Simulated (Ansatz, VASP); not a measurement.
# SiO2 in VASP and in Ansatz

```
Si O
1.0
     4.05963    0.00000    0.00000
     0.00000    4.05963    0.00000
     0.00000    0.00000    2.58877
Si O
2 4
Direct
  0.00000 0.00000 0.00000
  0.50000 0.50000 0.50000
  0.30328 0.30328 0.00000
  0.19672 0.80328 0.50000
  0.80328 0.19672 0.50000
  0.69672 0.69672 0.00000
```

Change from the starting cell: hydrostatic strain -3.0%.

Alike in both runs: task single point; functional r2SCAN; k mesh 6 × 6 × 10; no spin polarisation.

|  | VASP | Ansatz |
| --- | --- | --- |
| version | VASP 6.6.1 | Ansatz 0.2.0 |
| potentials or method | VASP PAW PBE potentials, release 64 (Si, O) | plane waves, PAW |
| plane-wave cutoff (eV) | 520 | 500 |
| occupations | gaussian, width 0.01 eV | fixed |
| valence electrons in the cell | 32 | 32 |

Ansatz gave:

| Item | Value |
| --- | --- |
| gap on the k mesh at the Fermi level (eV) | 8.07 |
| pressure (GPa) | 35.3 |
| traceless stress, the component that is largest in VASP (GPa) | 5.71 |
| rms of the force components (eV/Å) | 0.003 |

Q: Which values does VASP return?

A: gap on the k mesh at the Fermi level (eV): 8.03; pressure (GPa): 36.0; traceless stress, the component that is largest in VASP (GPa): 6.40; rms of the force components (eV/Å): 0.014.

VASP's potentials were made for PBE, not for r2SCAN. Atom by atom the forces differ by 0.011 eV/Å (rms over components). Both programs put the cell under a high pressure, so it lies far from rest at this level.
